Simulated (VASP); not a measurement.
Set up this calculation in VASP 6.6.1, as the native input.

```
Task                   : single point
Functional             : PBE
Potentials or basis    : VASP PAW PBE potentials, release 64 (Hf_pv, Si, N)
Cutoff                 : 520 eV
k mesh                 : 12 × 12 × 12
Occupations            : gaussian, width 0.1 eV
Spin                   : no spin polarisation
Dipole correction      : no
Further INCAR settings : ALGO = Normal; EDIFF = 1e-06; NBANDS = 22
```

The structure of HfSi2N2 lies in POSCAR:

```
HfSi2N2
1.0
    0.0000000000      3.4203974891      3.8056574033
    2.2946024594      0.0000000000      3.8056574033
    2.2946024594      3.4203974891      0.0000000000
Hf Si N
1 2 2
Direct
    0.0000000000      0.0000000000      0.0000000000
    0.7500000000      0.7500000000      0.7500000000
    0.2500000000      0.2500000000      0.2500000000
    0.3232124086      0.3232124086      0.6767875914
    0.6767875914      0.6767875914      0.3232124086
```

One way to write it, as run:

INCAR

```
SYSTEM = HfSi2N2
PREC = Accurate
ENCUT = 520
EDIFF = 1E-6
ISMEAR = 0
SIGMA = 0.1
LREAL = .FALSE.
LASPH = .TRUE.
NELM = 100
ALGO = Normal
ISIF = 2
LWAVE = .FALSE.
LCHARG = .FALSE.
GGA = PE
NBANDS = 22
```

KPOINTS

```
Automatic mesh
0
G
  12 12 12
  0 0 0
```

Potentials or basis: VASP PAW PBE potentials, release 64 (Hf_pv, Si, N).

The run is started by

```console
$ cat potpaw_PBE.64/Hf_pv/POTCAR potpaw_PBE.64/Si/POTCAR potpaw_PBE.64/N/POTCAR > POTCAR
$ mpirun -np 1 vasp_std > vasp.out
```

It gave:

- Pressure: -0.6 GPa
- Largest force: 0.010 eV/Å
- Band gap on the k mesh: zero (bands 14 and 15 overlap by 2.85 eV)

Caveat: spin-orbit coupling is left out, which moves the levels of the heavy elements.

It took 7.3 min on 1 thread of Intel(R) Xeon(R) 6975P-C (Granite Rapids), on a shared host, peak memory 0.47 GiB.
